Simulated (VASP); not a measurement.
W:

```xyz
1
Lattice="0.0000 2.0300 2.0300 2.0300 0.0000 2.0300 2.0300 2.0300 0.0000" Properties=species:S:1:pos:R:3 pbc="T T T"
W     0.0000    0.0000    0.0000
```

- Program: VASP 6.6.1
- Task: relaxation of cell and atoms
- Functional: RPBE
- Dispersion: D4
- Potentials or basis: VASP PAW PBE potentials, release 64 (W_sv)
- Cutoff: 600 eV
- k mesh: 11 × 11 × 11
- Occupations: fermi-dirac, width 0.05 eV
- Spin: no spin polarisation

At the start: pressure -11.7 GPa; volume 16.73 Å³/atom.

Question: How do energy, volume and symmetry change on relaxing?

Answer: Over 7 steps the energy falls by 25.8 meV/atom and the volume is 16.05 Å³/atom (-4.0 %); space group Fm-3m (No. 225, to 0.05 Å).

Step by step:
| step | energy change (eV) | largest force (eV/Å) | pressure (GPa) | volume (Å³) |
| --- | --- | --- | --- | --- |
| 1 | 0.0000 | 0.0000 | -11.74 | 16.73 |
| 2 | 0.3173 | 0.0000 | 57.79 | 13.93 |
| 3 | -0.0256 | 0.0000 | -0.96 | 16.10 |
| 4 | -0.0258 | 0.0000 | -0.13 | 16.06 |
| 5 | -0.0258 | 0.0000 | 0.14 | 16.05 |
| 6 | -0.0257 | 0.0000 | -0.38 | 16.07 |
| 7 | -0.0258 | 0.0000 | -0.01 | 16.05 |

Final structure:
```yaml
crystal:
  lattice:
    - [0.00000, 2.00225, 2.00225]
    - [2.00225, 0.00000, 2.00225]
    - [2.00225, 2.00225, 0.00000]
  atoms:
    - { symbol: W, position: [0.00000, 0.00000, 0.00000] }
```

Caveat: the PAW data sets were made with another functional, which shifts forces and pressure a little; pairwise dispersion overbinds metals, which lowers pressure and volume.
